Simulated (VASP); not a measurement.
Wanted: the native input for a VASP 6.6.1 run.

```yaml
Task: single point
Functional: PBE
Potentials_or_basis: VASP PAW PBE potentials, release 64 (Na_pv, Ge_d, O)
Cutoff: 520 eV
k_mesh: 12 × 12 × 6
Occupations: gaussian, width 0.02 eV
Spin: no spin polarisation
Dipole_correction: no
Further_INCAR_settings: ALGO = Normal; EDIFF = 1e-07; NBANDS = 28
```

The structure of Na2GeO2 lies in POSCAR:

```
Na2GeO2
1.0
    3.6675118545      0.0000000000      0.0000000000
   -1.8337559273      3.1761584347      0.0000000000
    0.0000000000      0.0000000000      6.0459229806
Na Ge O
2 1 2
Direct
    0.6666666667      0.3333333333      0.6513605436
    0.3333333333      0.6666666667      0.3486394564
    0.0000000000      0.0000000000      0.0000000000
    0.6666666667      0.3333333333      0.2216996590
    0.3333333333      0.6666666667      0.7783003410
```

The input as run:

INCAR

```
ALGO     = Normal         # electronic algorithm
EDIFF    = 1E-7           # SCF threshold, eV
ENCUT    = 520            # plane-wave cutoff, eV
GGA      = PE             # functional
ISIF     = 2              # what is computed and relaxed
ISMEAR   = 0              # smearing method
LASPH    = True           # aspherical terms in the spheres
LCHARG   = True           # write CHGCAR
LELF     = True           # ELF
LREAL    = False          # projectors in reciprocal space
LVHAR    = True         
LWAVE    = False          # write WAVECAR
NBANDS   = 28             # bands
NELM     = 100            # most SCF steps
PREC     = Accurate       # precision mode
SIGMA    = 0.02           # smearing width, eV
```

KPOINTS

```
k-points
0
Gamma
  12 12 6
```

Potentials or basis: VASP PAW PBE potentials, release 64 (Na_pv, Ge_d, O).

Command:

```bash
$ cat potpaw_PBE.64/Na_pv/POTCAR potpaw_PBE.64/Ge_d/POTCAR potpaw_PBE.64/O/POTCAR > POTCAR
$ mpirun -np 1 vasp_std > vasp.out
```

It gave:

- Pressure: 0.1 GPa
- Largest force: 0.010 eV/Å
- Band gap on the k mesh: 0.69 eV, indirect (least direct gap 1.51 eV)

Run time: 3.8 min on 1 thread of Intel(R) Xeon(R) Platinum 8375C CPU @ 2.90GHz (Ice Lake) (shared host), peak memory 0.3 GiB.
